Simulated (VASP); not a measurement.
Set up this calculation in VASP 6.6.1, as the native input.

```yaml
Task: single point
Functional: PBE
Potentials_or_basis: VASP PAW PBE potentials, release 64 (Si, Se)
Cutoff: 520 eV
k_mesh: 8 × 8 × 8
Occupations: gaussian, width 0.1 eV
Spin: no spin polarisation
Dipole_correction: no
Further_INCAR_settings: ALGO = Normal; EDIFF = 1e-07; NBANDS = 22
```

The structure of SiSe4 lies in POSCAR:

```
SiSe4
1.0
   -3.1614457038      3.1614457038      3.1614457038
    3.1614457038     -3.1614457038      3.1614457038
    3.1614457038      3.1614457038     -3.1614457038
Si Se
1 4
Direct
    0.0000000000      0.0000000000      0.0000000000
    0.4231208873      0.4231208873      0.4231208873
    0.5768791127      0.0000000000      0.0000000000
    0.0000000000      0.0000000000      0.5768791127
    0.0000000000      0.5768791127      0.0000000000
```

These files were run (other wordings do the same):

INCAR

```
SYSTEM = SiSe4
ALGO     = Normal         ! electronic algorithm
EDIFF    = 1E-7           ! SCF threshold, eV
ENCUT    = 520            ! plane-wave cutoff, eV
GGA      = PE             ! functional
ISIF     = 2              ! what is computed and relaxed
ISMEAR   = 0              ! smearing method
LASPH    = .True.         ! aspherical terms in the spheres
LCHARG   = .False.        ! write CHGCAR
LREAL    = .False.        ! projectors in reciprocal space
LWAVE    = .False.        ! write WAVECAR
NBANDS   = 22             ! bands
NELM     = 80             ! most SCF steps
PREC     = Accurate       ! precision mode
SIGMA    = 0.1            ! smearing width, eV
```

KPOINTS

```
k-points
0
Gamma
  8 8 8
  0 0 0
```

Potentials or basis: VASP PAW PBE potentials, release 64 (Si, Se).

Launch:

```sh
$ cat potpaw_PBE.64/Si/POTCAR potpaw_PBE.64/Se/POTCAR > POTCAR
$ mpirun -np 1 vasp_std > vasp.out
```

Results of the run:

```
Pressure               : 0.1 GPa
Largest force          : 0.025 eV/Å
Band gap on the k mesh : zero (band 14 reaches 4.30 eV, above the bottom of band 15 at 1.90 eV)
```

It took 42 s on 1 thread of Intel(R) Xeon(R) 6975P-C (Granite Rapids), on a shared host, peak memory 0.27 GiB.
